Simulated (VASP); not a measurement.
## Ge: single point with LDA

The system is Ge, a slab with vacuum.

```
CELL_PARAMETERS angstrom
4.14900 0.00000 0.00000
-2.07450 3.59314 0.00000
0.00000 0.00000 28.00000
ATOMIC_POSITIONS crystal
Ge 0.33333 0.66667 0.51530
Ge 0.66667 0.33333 0.48470
```

```
Program                : VASP 6.6.1
Task                   : single point
Functional             : LDA
Potentials or basis    : VASP PAW LDA potentials, release 64 (Ge_d)
Cutoff                 : 520 eV
k mesh                 : 12 × 12 × 1
Occupations            : gaussian, width 0.1 eV
Spin                   : no spin polarisation
Dipole correction      : yes
Further INCAR settings : ALGO = Normal; EDIFF = 1e-07; NBANDS = 21
```

```yaml
Largest_force: 1.121 eV/Å
Band_gap_on_the_k_mesh: zero (filled and empty bands touch)
```

Forces on the atoms (eV/Å):
```
Ge   0.000  0.000 -1.121
Ge   0.000  0.000  1.121
```

Levels at points of the mesh, in eV from the Fermi level:
```
           k point  band 11  band 12  band 13  band 14  band 15  band 16  band 17  band 18
(0.00, 0.00, 0.00)   -10.52    -3.81    -0.04    -0.04     0.59     2.03     3.88     3.88
(0.50, 0.00, 0.00)    -8.68    -6.95    -1.42    -1.17     0.59     1.88     5.10     6.26
```

Run time: 3 min on 1 thread of Intel Xeon 6975P-C, with other jobs on the host, peak memory 0.43 GiB.
